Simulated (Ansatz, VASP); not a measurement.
Two plane-wave programs on Si2C

The input INCAR:

```
SYSTEM = Si2C
  PREC = Accurate
  ENCUT = 600
  EDIFF = 1E-7
  ISMEAR = 0
  SIGMA = 0.1
  LREAL = .False.
  LASPH = .True.
  NELM = 80
  ALGO = Normal
  ISIF = 3
  LWAVE = .False.
  LCHARG = .False.
  GGA = PE
  IBRION = 2
  NSW = 90
  EDIFFG = -0.04
```

The input KPOINTS:

```
regular mesh
0
Gamma
  4 4 4
  0 0 0
```

File POSCAR:

```
Si2C
1.0
    0.0000000000      3.4908411300      3.4908411300
    3.4908411300      0.0000000000      3.4908411300
    3.4908411300      3.4908411300      0.0000000000
Si C
4 2
Direct
    0.3797322700      0.3797322700      0.3797322700
    0.3797322700      0.3797322700      0.8608031800
    0.3797322700      0.8608031800      0.3797322700
    0.8608031800      0.3797322700      0.3797322700
    0.0000000000      0.0000000000      0.0000000000
    0.2500000000      0.2500000000      0.2500000000
```

Input for Ansatz:

```yaml
crystal:
  lattice:
    - [0.0, 3.49084113, 3.49084113]
    - [3.49084113, 0.0, 3.49084113]
    - [3.49084113, 3.49084113, 0.0]
  atoms:
    - { symbol: Si, position: [0.37973227, 0.37973227, 0.37973227] }
    - { symbol: Si, position: [0.37973227, 0.37973227, 0.86080318] }
    - { symbol: Si, position: [0.37973227, 0.86080318, 0.37973227] }
    - { symbol: Si, position: [0.86080318, 0.37973227, 0.37973227] }
    - { symbol: C, position: [0.0, 0.0, 0.0] }
    - { symbol: C, position: [0.25, 0.25, 0.25] }
basis:
  ecutwfc: 420
kpoints:
  mp_grid: { grid: [4, 4, 4] }
hamiltonian:
  xc: pbe
scf:
  occupations: { method: gaussian, width: 0.1 }
  lower_state_search: "off"
output:
  forces: true
  stress: true
  eigenvalues: true
relax:
  adjacent_minimum: "off"
  f_tol: 0.04
  max_steps: 70
  cell: { stress_tol: 0.4 }
```

Alike in both runs: task relaxation of cell and atoms; functional PBE; k mesh 4 × 4 × 4; occupations gaussian, width 0.1 eV; no spin polarisation.

|  | VASP | Ansatz |
| --- | --- | --- |
| version | VASP 6.6.1 | Ansatz 0.2.0 |
| potentials or method | VASP PAW PBE potentials, release 64 (Si, C), cutoff 600 eV | scalar-relativistic, plane waves, PAW |
| valence electrons in the cell | 24 | 24 |

|  | VASP | Ansatz | Ansatz less VASP |
| --- | --- | --- | --- |
| gap on the k mesh at the Fermi level, each at its own relaxed structure (eV) | none | none | - |
| relaxed volume (Å³/atom) | 17.77 | 17.78 | +0.017 |
| relaxed length of the cell vector where the two differ most in proportion (Å) | 5.322 | 5.324 | +0.0017 |

A gap of «none» marks a metal or a gap that the smearing closes.

The k mesh is coarse, so the values compare programs but aren't converged. Noted on VASP's run: the volume moved by over 15 % at a fixed basis, so the end points are rough.
